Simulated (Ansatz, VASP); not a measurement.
## Zr2ZnN2: VASP beside Ansatz

```
CELL_PARAMETERS angstrom
3.40287 0.00000 0.00000
0.00000 3.40287 0.00000
0.00000 0.00000 6.54083
ATOMIC_POSITIONS crystal
Zr 0.50000 0.50000 0.28728
Zr 0.50000 0.50000 0.71272
Zn 0.00000 0.00000 0.00000
N 0.00000 0.50000 0.50000
N 0.50000 0.00000 0.50000
```

Change from the starting cell: species swapped into the CeMg2Si2 type (P4/mmm, No. 123).

Alike in both runs: functional PBE; k mesh 6 × 6 × 4; occupations gaussian, width 0.1 eV; no spin polarisation.

Ansatz relaxed the structure, and its values are those at the end. VASP's run is a single point on that final structure, the one shown.

```csv
,VASP,Ansatz
version,VASP 6.6.1,Ansatz 0.2.0
potentials or method,"VASP PAW PBE potentials, release 64 (Zr_sv, Zn, N), cutoff 520 eV","scalar-relativistic, plane waves, PAW"
valence electrons in the cell,46,46
```

|  | VASP | Ansatz | Ansatz less VASP |
| --- | --- | --- | --- |
| gap on the k mesh at the Fermi level (eV) | none | none | - |
| pressure (GPa) | 0.2 | 0.0 | -0.18 |
| rms of the force components (eV/Å) | 0.009 | 0.001 | -0.0084 |

A gap of «none» marks a metal or a gap that the smearing closes. The functional is the same, so the differences come from potentials, cutoffs and numerics.
